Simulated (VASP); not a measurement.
# AlN (P1) in VASP: further runs

AlN is run at these levels: PBE; tasks: single point.

Program: VASP 6.6.1. These are calculated values, not measurements. Logs are shortened: lines on timing, memory, paths and dates and some standing lists are left out, and cuts for length are marked.

### 1 The cell of the first run

The typed cell holds 2 atoms: a = 2.919 Å, b = 2.868 Å, c = 2.943 Å, α = 60.12°, β = 57.88°, γ = 60.09°.

### 2 Single point, PBE (atoms moved at random and the cell strained at random)

INCAR reads:

```
SYSTEM = AlN
PREC = Accurate
ENCUT = 520
EDIFF = 1E-7
ISMEAR = 0
SIGMA = 0.02
LREAL = .FALSE.
LASPH = .TRUE.
NELM = 80
ALGO = Normal
ISIF = 2
LWAVE = .FALSE.
LCHARG = .TRUE.
GGA = PE
LELF = .TRUE.
LVHAR = .TRUE.
NBANDS = 11
```

KPOINTS reads:

```
Automatic mesh
0
G
  10 10 10
  0 0 0
```

POSCAR reads:

```
AlN
1.0
    0.0270183990      2.1111176027      2.0158207796
    2.0316900200      0.0186361849      2.0242029937
    2.0364914825      2.1243012793      0.0138347224
Al N
1 1
Direct
    0.5556569173      0.4950577975      0.4519763403
   -0.0556569173      0.0049422025      0.0480236597
```

Potentials or basis: VASP PAW PBE potentials, release 64 (Al, N).

The run is started by

```bash
$ cat potpaw_PBE.64/Al/POTCAR potpaw_PBE.64/N/POTCAR > POTCAR
$ mpirun -np 1 vasp_std > vasp.out
```

OUTCAR:

```text
SYSTEM = AlN
   PREC = Accurate
   ENCUT = 520
   EDIFF = 1E-7
   ISMEAR = 0
   LREAL = .FALSE.
   LASPH = .TRUE.
   NELM = 80
   ISIF = 2
   GGA = PE

 ion  position               nearest neighbor table
   1  0.556  0.495  0.452-   2 1.82   2 1.82   2 2.10   2 2.16   2 2.23   2 2.24
   2  0.944  0.005  0.048-   1 1.82   1 1.82   1 2.10   1 2.16   1 2.23   1 2.24

  LATTYP: Found a triclinic cell.
 ALAT       =     2.8978021074
 B/A-ratio  =     0.9897207549
 C/A-ratio  =     0.9788679260
 COS(alpha) =     0.0037424418
 COS(beta)  =     0.4846788580
 COS(gamma) =     0.4874109256

  Lattice vectors:

 A1 = (  -2.0046716210,   2.0924814178,  -0.0083822141)
 A2 = (  -2.0316900200,  -0.0186361849,  -2.0242029937)
 A3 = (  -2.0094730835,  -0.0131836766,   2.0019860572)

Analysis of symmetry for initial positions (statically):
=====================================================================
 Subroutine PRICEL returns:
 Original cell was already a primitive cell.

 Routine SETGRP: Setting up the symmetry group for a
 triclinic supercell.

 Subroutine GETGRP returns: Found  1 space group operations
 (whereof  1 operations were pure point group operations)
 out of a pool of  2 trial point group operations.

The static configuration has the point symmetry C_1 .

Analysis of symmetry for dynamics (positions and initial velocities):
=====================================================================
 Subroutine PRICEL returns:
 Original cell was already a primitive cell.

 Routine SETGRP: Setting up the symmetry group for a
 triclinic supercell.

 Subroutine GETGRP returns: Found  1 space group operations
 (whereof  1 operations were pure point group operations)
 out of a pool of  2 trial point group operations.

The dynamic configuration has the point symmetry C_1 .

 Subroutine INISYM returns: Found  1 space group operations
 (whereof  1 operations are pure point group operations),
 and found     1 'primitive' translations

----------------------------------------------------------------------------------------

                                     Primitive cell

  volume of cell :      17.1507

  direct lattice vectors                    reciprocal lattice vectors
     0.027018399  2.111117603  2.015820780    -0.250704456  0.238716911  0.249433960
     2.031690020  0.018636185  2.024202994     0.247978315 -0.239338679  0.247329588
     2.036491482  2.124301279  0.013834722     0.246973076  0.235607299 -0.250055728

  length of vectors
     2.919089060  2.868014889  2.942812410     0.426679960  0.424202986  0.423124529

  position of ions in fractional coordinates (direct lattice)
     0.555656917  0.495057798  0.451976340
     0.944343083  0.004942202  0.048023660

  ion indices of the primitive-cell ions
   primitive index   ion index
                 1           1
                 2           2

----------------------------------------------------------------------------------------

 KPOINTS: Automatic mesh

Automatic generation of k-mesh.
 Grid dimensions read from file:
 generate k-points for:   10   10   10

 Generating k-lattice:

  Cartesian coordinates                     Fractional coordinates (reciprocal lattice)
    -0.025070446  0.023871691  0.024943396     0.100000000 -0.000000000 -0.000000000
     0.024797832 -0.023933868  0.024732959     0.000000000  0.100000000 -0.000000000
     0.024697308  0.023560730 -0.025005573    -0.000000000 -0.000000000  0.100000000

  Length of vectors
     0.042667996  0.042420299  0.042312453

  Shift w.r.t. Gamma in fractional coordinates (k-lattice)
     0.000000000  0.000000000  0.000000000

 Subroutine IBZKPT returns following result:
 ===========================================

 Found    504 irreducible k-points:

 Following reciprocal coordinates:
            Coordinates               Weight
  0.000000  0.000000  0.000000      1.000000
  0.100000  0.000000 -0.000000      2.000000
  0.200000  0.000000 -0.000000      2.000000
  0.300000 -0.000000 -0.000000      2.000000
  0.400000  0.000000 -0.000000      2.000000
  0.500000  0.000000 -0.000000      1.000000
[... 16 lines left out ...]
 -0.400000  0.200000 -0.000000      2.000000
 -0.300000  0.200000  0.000000      2.000000
 [... further k-points ...]
   k-points           NKPTS =    504   k-points in BZ     NKDIM =    504   number of bands    NBANDS=     11
   number of dos      NEDOS =    301   number of ions     NIONS =      2
   total plane-waves  NPLWV =  13824
   dimension x,y,z NGX =    24 NGY =   24 NGZ =   24
   dimension x,y,z NGXF=    48 NGYF=   48 NGZF=   48
   ions per type =               1   1
   NGX,Y,Z   is equivalent  to a cutoff of  13.67, 13.91, 13.56 a.u.
   NGXF,Y,Z  is equivalent  to a cutoff of  27.34, 27.82, 27.12 a.u.
 SYSTEM =  AlN
   PREC   = accura    normal or accurate (medium, high low for compatibility)
   ISTART =      0    job   : 0-new  1-cont  2-samecut
   ICHARG =      2    charge: 1-file 2-atom 10-const
   ISPIN  =      1    spin polarized calculation?
   LNONCOLLINEAR =      F non collinear calculations
   LSORBIT =      F    spin-orbit coupling
   LASPH  =      T    aspherical Exc in radial PAW
   ENCUT  =  520.0 eV  38.22 Ry    6.18 a.u.   5.43  5.33  5.47*2*pi/ulx,y,z
   NELM   =     80;   NELMIN=  2; NELMDL= -5     # of ELM steps
   EDIFF  = 0.1E-06   stopping-criterion for ELM
   LREAL  =      F    real-space projection
   EDIFFG = 0.1E-05   stopping-criterion for IOM
   NSW    =      0    number of steps for IOM
   IBRION =     -1    ionic relax: 0-MD 1-quasi-New 2-CG
   NFREE  =      0    steps in history (QN), initial steepest desc. (CG)
   ISIF   =      2    stress and relaxation
   ISYM   =      2    0-nonsym 1-usesym 2-fastsym
   POTIM  = 0.5000    time-step for ionic-motion
   TEBEG  =    0.0;   TEEND  =   0.0 temperature during run
   PSTRESS=    0.0 pullay stress
   NELECT =       8.0000    total number of electrons
   NUPDOWN=      -1.0000    fix difference up-down
   EMIN   =  10.00;   EMAX   =-10.00  energy-range for DOS
   EFERMI =   0.00;   METHOD = LEGACY
   ISMEAR =     0;   SIGMA  =   0.02  broadening in eV -4-tet -1-fermi 0-gaus
   EFERMI_NEDOS =   21; number of points for ismear=-14 and -15
   IALGO  =     38    algorithm
   IMIX   =      4    mixing-type and parameters
     AMIX     =   0.40;   BMIX     =  1.00
     AMIX_MAG =   1.60;   BMIX_MAG =  1.00
  volume/ion in A,a.u.               =       8.58        57.87
  Fermi-wavevector in a.u.,A,eV,Ry     =   1.269631  2.399254 21.932081  1.611962
  Thomas-Fermi vector in A             =   2.402662
   LORBIT       =      0    0 simple, 1 ext, 2 COOP (PROOUT), +10 PAW based schemes
   GGA     = PE    functional components
   LHFCALC =     F    Hartree Fock is set to
   AEXX    =    0.0000 exact exchange contribution
   IVDW    =     0    specifies the selected vdW correction
   LEPSILON=     F    determine dielectric tensor
   LRPA    =     F    only Hartree local field effects (RPA)
 non-spin polarized calculation
 Gauss-broadening in eV      SIGMA  =   0.02
  energy-cutoff  :      520.00
  volume of cell :       17.15
 maximum number of plane-waves:       479
 NGX is ok and might be reduce to    24
   NGX = 11   NGY = 11   NGZ = 11

 number of electron       8.0000000 magnetization

 Free energy of the ion-electron system (eV)
  ---------------------------------------------------
  ext. energy  EPLUGINS =         0.00000000
  ---------------------------------------------------
  free energy    TOTEN  =       -14.16138423 eV

  energy without entropy =      -14.16138423  energy(sigma->0) =      -14.16138423

 E-fermi :   9.7820     XC(G=0): -12.0708

 val. band max:        9.6180117946   @ k =   0.0000   0.0000   0.0000
 cond. band min:      13.2952182113   @ k =   0.5000   0.5000   0.0000
 fundamental gap:      3.6772064167
 Fermi energy:         9.7820159784

 k-point     1 :       0.0000    0.0000    0.0000
  band No.  band energies     occupation
      1      -7.7932      2.00000
      2       8.8711      2.00000
      3       9.3247      2.00000
      4       9.6180      2.00000
      5      14.3456      0.00000
      6      21.2828      0.00000
      7      21.6624      0.00000
      8      22.3362      0.00000
      9      26.1925      0.00000
     10      26.3232      0.00000
     11      26.6030      0.00000

 k-point     2 :       0.1000    0.0000   -0.0000
  band No.  band energies     occupation
      1      -7.5944      2.00000
      2       8.4481      2.00000
      3       8.7902      2.00000
      4       9.3551      2.00000
      5      15.0119      0.00000
      6      20.8926      0.00000
      7      21.6867      0.00000
      8      21.9450      0.00000
      9      24.7599      0.00000
     10      26.1020      0.00000
     11      27.2257      0.00000

 k-point     3 :       0.2000    0.0000   -0.0000
  band No.  band energies     occupation
      1      -7.0180      2.00000
      2       6.4115      2.00000
      3       8.5722      2.00000
      4       9.0174      2.00000
      5      15.8300      0.00000
      6      19.9814      0.00000
      7      21.4646      0.00000
      8      22.0987      0.00000
      9      24.7328      0.00000
     10      25.3349      0.00000
     11      26.9334      0.00000
[... 267 lines left out ...]
 k-point    23 :      -0.4000    0.2000   -0.0000
  band No.  band energies     occupation
      1      -4.3557      2.00000
      2       2.4064      2.00000
      3       5.8776      2.00000
      4       7.7492      2.00000
      5      16.1882      0.00000
      6      18.5749      0.00000
      7      21.1717      0.00000
      8      21.8841      0.00000
      9      27.1231      0.00000
     10      28.6346      0.00000
     11      30.7150      0.00000

 k-point    24 :      -0.3000    0.2000    0.0000
  band No.  band energies     occupation
      1      -5.0100      2.00000
      2       3.4232      2.00000
      3       5.8892      2.00000
      4       8.1593      2.00000
      5      16.9475      0.00000
      6      18.6677      0.00000
      7      20.2589      0.00000
      8      21.7789      0.00000
      9      26.1326      0.00000
     10      28.4828      0.00000
     11      30.6784      0.00000

 [... further k-points ...]

------------------------ aborting loop because EDIFF is reached ----------------------------------------

  FORCE on cell =-STRESS in cart. coord.  units (eV):
  Direction    XX          YY          ZZ          XY          YZ          ZX
  --------------------------------------------------------------------------------------
  -------------------------------------------------------------------------------------
  Total        2.3566414     -1.1421651      2.2467503     -0.4231196     -0.1102863      0.0427468
  in kB      220.1516778   -106.6982762    209.8859248    -39.5267982    -10.3026788      3.9932982
  external PRESSURE =     107.7797755 kB  Pullay stress =       0.0000000 kB

 VOLUME and BASIS-vectors are now :
 -----------------------------------------------------------------------------
  energy-cutoff  :      520.00
  volume of cell :       17.15
      direct lattice vectors                 reciprocal lattice vectors
     0.027018399  2.111117603  2.015820780    -0.250704456  0.238716911  0.249433960
     2.031690020  0.018636185  2.024202994     0.247978315 -0.239338679  0.247329588
     2.036491482  2.124301279  0.013834722     0.246973076  0.235607299 -0.250055728

 POSITION                                       TOTAL-FORCE (eV/Angst)
 -----------------------------------------------------------------------------------
      1.94126      2.14242      2.12846         1.826443     -0.016069     -1.785322
      0.13336      2.09573      1.91429        -1.826443      0.016069      1.785322
 -----------------------------------------------------------------------------------
    total drift:                                0.000063      0.000032     -0.000135

  FREE ENERGIE OF THE ION-ELECTRON SYSTEM (eV)
  ---------------------------------------------------
  free  energy   TOTEN  =       -14.1613842314 eV

  energy  without entropy=      -14.1613842314  energy(sigma->0) =      -14.16138423
```

Wall time 2.7 min (1 thread of AMD EPYC 7R43 (Zen 3), shared host); peak memory 0.17 GiB.

Results:

| Item | Value |
| --- | --- |
| Free energy | -14.1614 eV |
| Pressure | 10.8 GPa |
| Largest force | 2.554 eV/Å |
| Band gap on the k mesh | 3.68 eV, indirect (least direct gap 4.73 eV) |

Forces in eV/Å, atoms in the order of the input:
```
Al   1.826 -0.016 -1.785
N   -1.826  0.016  1.785
```

Stress tensor (GPa, compression positive):
```
 22.02  -3.95   0.40
 -3.95 -10.67  -1.03
  0.40  -1.03  20.99
```

Caveat: the cell differs from its parent crystal (atoms moved at random and the cell strained at random); forces of over 1 eV/Å act on the atoms, so gaps and moduli don't describe the material at rest.

[end of part 1 of 2]
